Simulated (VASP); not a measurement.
Crystal: AlAsPd3.

```
CELL_PARAMETERS angstrom
4.14840 0.00000 0.00000
0.00000 4.14840 0.00000
0.00000 0.00000 4.83275
ATOMIC_POSITIONS crystal
Al 0.50000 0.50000 0.00000
As 0.50000 0.50000 0.50000
Pd 0.00000 0.00000 0.00000
Pd 0.50000 0.00000 0.50000
Pd 0.00000 0.50000 0.50000
```

The cell was built from a structure type or drawn by symmetry, and may not be a known phase.

| Property | Result |
| --- | --- |
| Program | VASP 6.6.1 |
| Task | relaxation of cell and atoms |
| Functional | PBE |
| Potentials or basis | VASP PAW PBE potentials, release 64 (Al, As, Pd) |
| Cutoff | 600 eV |
| k mesh | 4 × 4 × 4 |
| Occupations | gaussian, width 0.1 eV |
| Spin | no spin polarisation |

At the start: pressure 34.1 GPa; volume 16.63 Å³/atom.

Task: How do energy, volume and symmetry change on relaxing?

Result: Over 7 steps the energy falls by 494.1 meV/atom and the volume is 19.83 Å³/atom (+19.2 %); space group P4/mmm (No. 123, to 0.1 Å) before and after.

Step by step:
```csv
step,energy change (eV),largest force (eV/Å),pressure (GPa),volume (Å³)
1,0.0000,0.0000,34.11,83.17
2,-0.8120,0.0000,-11.00,131.45
3,-2.3828,0.0000,-2.54,104.22
4,-2.3866,0.0000,-2.00,103.54
5,-2.3874,0.0000,-1.63,103.09
6,-2.4560,0.0000,-0.67,100.66
7,-2.4707,0.0000,0.14,99.17
```

Final structure:
```
CELL_PARAMETERS angstrom
4.62656 0.00000 0.00000
0.00000 4.62656 0.00000
0.00000 0.00000 4.63306
ATOMIC_POSITIONS crystal
Al 0.50000 0.50000 0.00000
As 0.50000 0.50000 0.50000
Pd 0.00000 0.00000 0.00000
Pd 0.50000 0.00000 0.50000
Pd 0.00000 0.50000 0.50000
```

Caveat: the k points lie up to 0.34 Å⁻¹ apart in the final cell, too coarse for converged energies and pressures of a metal; the volume moved by over 15 % at a fixed basis, so the end points are rough.
